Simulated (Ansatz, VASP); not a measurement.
# One calculation of KF, two programs

```
CELL_PARAMETERS angstrom
0.00000 2.68954 2.68954
2.68954 0.00000 2.68954
2.68954 2.68954 0.00000
ATOMIC_POSITIONS crystal
K 0.00000 0.00000 0.00000
F 0.50000 0.50000 0.50000
```

Change from the starting cell: volume scaled by 1.02.

Alike in both runs: task single point; functional PBE; k mesh 9 × 9 × 9; occupations fermi-dirac, width 0.05 eV; no spin polarisation.

```csv
,VASP,Ansatz
version,VASP 6.6.1,Ansatz 0.2.0
potentials or method,"VASP PAW PBE potentials, release 64 (K_sv, F), cutoff 520 eV","all-electron LAPW, scalar-relativistic"
```

Ansatz gave:

- gap on the k mesh at the Fermi level (eV): 6.07
- least direct gap on the mesh (eV): 6.07
- pressure (GPa): 0.7

Question: Estimate VASP's values.

Answer: gap on the k mesh at the Fermi level (eV): 6.06; least direct gap on the mesh (eV): 6.06; pressure (GPa): 0.7.

Ansatz ran all-electron here, and VASP with PAW potentials.
